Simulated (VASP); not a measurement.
Here is a VASP 6.6.1 calculation.

Contents of INCAR:

```
PREC = Accurate
ENCUT = 520
EDIFF = 1E-8
ISMEAR = -1
SIGMA = 0.01
LREAL = Auto
LASPH = T
NELM = 60
ALGO = Normal
ISIF = 2
LWAVE = F
LCHARG = F
GGA = PE
LEFG = T
NBANDS = 141
```

KPOINTS

```
Automatic mesh
0
Gamma
  2 2 2
```

File POSCAR:

```
B27As26N
1.0
    0.0000000000      7.1655000000      7.1655000000
    7.1655000000      0.0000000000      7.1655000000
    7.1655000000      7.1655000000      0.0000000000
B N As
27 1 26
Direct
    0.0000000000      0.0000000000      0.0000000000
    0.0000000000      0.0000000000      0.3333333333
    0.0000000000      0.0000000000      0.6666666667
    0.0000000000      0.3333333333      0.0000000000
    0.0000000000      0.3333333333      0.3333333333
    0.0000000000      0.3333333333      0.6666666667
    0.0000000000      0.6666666667      0.0000000000
    0.0000000000      0.6666666667      0.3333333333
    0.0000000000      0.6666666667      0.6666666667
    0.3333333333      0.0000000000      0.0000000000
    0.3333333333      0.0000000000      0.3333333333
    0.3333333333      0.0000000000      0.6666666667
    0.3333333333      0.3333333333      0.0000000000
    0.3333333333      0.3333333333      0.3333333333
    0.3333333333      0.3333333333      0.6666666667
    0.3333333333      0.6666666667      0.0000000000
    0.3333333333      0.6666666667      0.3333333333
    0.3333333333      0.6666666667      0.6666666667
    0.6666666667      0.0000000000      0.0000000000
    0.6666666667      0.0000000000      0.3333333333
    0.6666666667      0.0000000000      0.6666666667
    0.6666666667      0.3333333333      0.0000000000
    0.6666666667      0.3333333333      0.3333333333
    0.6666666667      0.3333333333      0.6666666667
    0.6666666667      0.6666666667      0.0000000000
    0.6666666667      0.6666666667      0.3333333333
    0.6666666667      0.6666666667      0.6666666667
    0.0833333333      0.0833333333      0.0833333333
    0.0833333333      0.0833333333      0.4166666667
    0.0833333333      0.0833333333      0.7500000000
    0.0833333333      0.4166666667      0.0833333333
    0.0833333333      0.4166666667      0.4166666667
    0.0833333333      0.4166666667      0.7500000000
    0.0833333333      0.7500000000      0.0833333333
    0.0833333333      0.7500000000      0.4166666667
    0.0833333333      0.7500000000      0.7500000000
    0.4166666667      0.0833333333      0.0833333333
    0.4166666667      0.0833333333      0.4166666667
    0.4166666667      0.0833333333      0.7500000000
    0.4166666667      0.4166666667      0.0833333333
    0.4166666667      0.4166666667      0.4166666667
    0.4166666667      0.4166666667      0.7500000000
    0.4166666667      0.7500000000      0.0833333333
    0.4166666667      0.7500000000      0.4166666667
    0.4166666667      0.7500000000      0.7500000000
    0.7500000000      0.0833333333      0.0833333333
    0.7500000000      0.0833333333      0.4166666667
    0.7500000000      0.0833333333      0.7500000000
    0.7500000000      0.4166666667      0.0833333333
    0.7500000000      0.4166666667      0.4166666667
    0.7500000000      0.4166666667      0.7500000000
    0.7500000000      0.7500000000      0.0833333333
    0.7500000000      0.7500000000      0.4166666667
    0.7500000000      0.7500000000      0.7500000000
```

Potentials or basis: VASP PAW PBE potentials, release 64 (B, N, As).

Run with:

```console
$ cat potpaw_PBE.64/B/POTCAR potpaw_PBE.64/N/POTCAR potpaw_PBE.64/As/POTCAR > POTCAR
$ mpirun -np 1 vasp_std > vasp.out
```

Q: Predict the band gap on the k mesh.

A: 0.67 eV.

Q: Estimate the pressure.

A: 1.2 GPa.

Q: Predict the largest force.

A: 2.195 eV/Å.

Electric field gradients, principal values (V/Å²):
| atom | least | middle | greatest (by size) |
| --- | --- | --- | --- |
| 1 B | -7.447 | -7.447 | 14.895 |
| 2 B | -7.447 | -7.447 | 14.895 |
| 3 B | -0.017 | -0.407 | 0.425 |
| 4 B | -7.447 | -7.447 | 14.895 |
| 5 B | 0.047 | 0.053 | -0.099 |
| 6 B | 0.047 | 0.053 | -0.099 |
| 7 B | -0.017 | -0.407 | 0.425 |
| 8 B | 0.047 | 0.053 | -0.099 |
| 9 B | -0.017 | -0.407 | 0.425 |
| 10 B | -7.447 | -7.447 | 14.895 |
| 11 B | 0.047 | 0.053 | -0.099 |
| 12 B | 0.047 | 0.053 | -0.099 |
| 13 B | 0.047 | 0.053 | -0.099 |
| 14 B | 0.000 | 0.000 | 0.000 |
| 15 B | 0.047 | 0.053 | -0.099 |
| 16 B | 0.047 | 0.053 | -0.099 |
| 17 B | 0.047 | 0.053 | -0.099 |
| 18 B | -0.101 | -0.101 | 0.203 |
| 19 B | -0.017 | -0.407 | 0.425 |
| 20 B | 0.047 | 0.053 | -0.099 |
| 21 B | -0.017 | -0.407 | 0.425 |
| 22 B | 0.047 | 0.053 | -0.099 |
| 23 B | 0.047 | 0.053 | -0.099 |
| 24 B | -0.101 | -0.101 | 0.203 |
| 25 B | -0.017 | -0.407 | 0.425 |
| 26 B | -0.101 | -0.101 | 0.203 |
| 27 B | -0.101 | -0.101 | 0.203 |
| 28 N | 0.000 | 0.000 | 0.000 |
| 29 As | -1.074 | -6.632 | 7.706 |
| 30 As | -1.074 | -6.631 | 7.705 |
| 31 As | -1.074 | -6.632 | 7.706 |
| 32 As | -0.433 | -0.433 | 0.867 |
| 33 As | -1.074 | -6.631 | 7.705 |
| 34 As | -1.074 | -6.631 | 7.705 |
| 35 As | -1.074 | -6.631 | 7.705 |
| 36 As | 0.448 | 0.450 | -0.898 |
| 37 As | -1.074 | -6.632 | 7.706 |
| 38 As | -0.433 | -0.433 | 0.867 |
| 39 As | -1.074 | -6.631 | 7.705 |
| 40 As | -0.433 | -0.433 | 0.867 |
| 41 As | -0.433 | -0.433 | 0.866 |
| 42 As | 0.144 | 1.336 | -1.480 |
| 43 As | -1.074 | -6.631 | 7.705 |
| 44 As | 0.144 | 1.336 | -1.480 |
| 45 As | 0.144 | 1.336 | -1.479 |
| 46 As | -1.074 | -6.631 | 7.705 |
| 47 As | -1.074 | -6.631 | 7.705 |
| 48 As | 0.448 | 0.450 | -0.898 |
| 49 As | -1.074 | -6.631 | 7.705 |
| 50 As | 0.144 | 1.336 | -1.480 |
| 51 As | 0.144 | 1.336 | -1.479 |
| 52 As | 0.448 | 0.450 | -0.898 |
| 53 As | 0.144 | 1.336 | -1.479 |
| 54 As | 0.449 | 0.449 | -0.899 |

Caveat: without QUAD_EFG the Cq values of the log hold for a quadrupole moment of 1 mb, not for the nuclei.
